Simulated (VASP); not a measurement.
Wanted: the native input for a VASP 6.6.1 run.

* Task: single point
* Functional: PBEsol
* Potentials or basis: VASP PAW PBE potentials, release 64 (Zn, Se)
* Cutoff: 520 eV
* k mesh: 6 × 6 × 6
* Occupations: gaussian, width 0.02 eV
* Spin: no spin polarisation
* Dipole correction: no
* Further INCAR settings: ALGO = Normal; EDIFF = 1e-06; NBANDS = 60

The structure of ZnSe2 lies in POSCAR:

```
ZnSe2
1.0
    6.2392186514      0.0000000000      0.0000000000
    0.0000000000      6.2392186514      0.0000000000
    0.0000000000      0.0000000000      6.2392186514
Zn Se
4 8
Direct
    0.5000000000      0.5000000000      0.0000000000
    0.5000000000      0.0000000000      0.5000000000
    0.0000000000      0.5000000000      0.5000000000
    0.0000000000      0.0000000000      0.0000000000
    0.1099629532      0.8900370468      0.3900370468
    0.8900370468      0.3900370468      0.1099629532
    0.3900370468      0.1099629532      0.8900370468
    0.6099629532      0.6099629532      0.6099629532
    0.8900370468      0.1099629532      0.6099629532
    0.1099629532      0.6099629532      0.8900370468
    0.6099629532      0.8900370468      0.1099629532
    0.3900370468      0.3900370468      0.3900370468
```

One way to write it, as run:

INCAR

```
SYSTEM = ZnSe2
PREC = Accurate ; ENCUT = 520
EDIFF = 1E-6 ; ISMEAR = 0
SIGMA = 0.02 ; LREAL = .FALSE.
LASPH = .TRUE. ; NELM = 80
ALGO = Normal ; ISIF = 2
LWAVE = .FALSE. ; LCHARG = .FALSE.
GGA = PS ; NBANDS = 60
```

KPOINTS

```
regular mesh
0
G
  6 6 6
  0 0 0
```

Potentials or basis: VASP PAW PBE potentials, release 64 (Zn, Se).

Command:

```sh
$ cat potpaw_PBE.64/Zn/POTCAR potpaw_PBE.64/Se/POTCAR > POTCAR
$ mpirun -np 1 vasp_std > vasp.out
```

Results of the run:

The pressure is 0.3 GPa and the largest force is 0.031 eV/Å. The band gap on the k mesh is 0.69 eV, indirect (least direct gap 0.84 eV).

Caveat: the PAW data sets were made with another functional, which shifts forces and pressure a little.

It took 9.6 min on 1 thread of Intel Xeon 8259CL, on a shared host, peak memory 0.46 GiB.
